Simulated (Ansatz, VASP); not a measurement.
HgTe: VASP beside Ansatz

Contents of INCAR:

```
SYSTEM = HgTe
PREC = Accurate
ENCUT = 520
EDIFF = 1E-6
ISMEAR = 0
SIGMA = 0.05
LREAL = .False.
LASPH = .True.
NELM = 60
ALGO = Normal
ISIF = 2
LWAVE = .False.
LCHARG = .False.
GGA = B5
ALDAX = 1.0
AGGAX = 1.0
AGGAC = 1.0
ALDAC = 0.0
NBANDS = 16
```

The input KPOINTS:

```
regular mesh
0
Gamma
  6 6 6
  0 0 0
```

Contents of POSCAR:

```
HgTe
1.0
    0.0000000000      3.4630992575      3.4630992575
    3.4630992575      0.0000000000      3.4630992575
    3.4630992575      3.4630992575      0.0000000000
Hg Te
1 1
Direct
    0.0000000000      0.0000000000      0.0000000000
    0.2500000000      0.2500000000      0.2500000000
```

Input for Ansatz:

```yaml
crystal:
  lattice:
    - [0.0, 3.4630992575, 3.4630992575]
    - [3.4630992575, 0.0, 3.4630992575]
    - [3.4630992575, 3.4630992575, 0.0]
  atoms:
    - { symbol: Hg, position: [0.0, 0.0, 0.0] }
    - { symbol: Te, position: [0.25, 0.25, 0.25] }
basis:
  ecutwfc: 420
  ecutrho_ratio: 4
kpoints:
  mp_grid: { grid: [6, 6, 6] }
hamiltonian:
  xc: blyp
scf:
  occupations: { method: gaussian, width: 0.05 }
output:
  forces: true
  stress: true
  eigenvalues: true
```

Alike in both runs: task single point; functional BLYP; k mesh 6 × 6 × 6; occupations gaussian, width 0.05 eV; no spin polarisation.

|  | VASP | Ansatz |
| --- | --- | --- |
| version | VASP 6.6.1 | Ansatz 0.2.0 |
| potentials or method | VASP PAW PBE potentials, release 64 (Hg, Te), cutoff 520 eV | scalar-relativistic, plane waves, PAW |
| valence electrons in the cell | 18 | 36 |

VASP gave:

```
gap on the k mesh at the Fermi level (eV) : none
pressure (GPa)                            : -0.8
```

Estimate Ansatz's values.

gap on the k mesh at the Fermi level (eV): none; pressure (GPa): -0.9.

VASP's potentials were made for PBE, not for BLYP. A gap of «none» marks a metal or a gap that the smearing closes. The functional is the same, so the differences come from potentials, cutoffs and numerics. VASP's potentials hold 18 valence electrons a cell and Ansatz's 36, so a difference there can come from the potentials and not from the codes.

Spin-orbit coupling is off throughout.
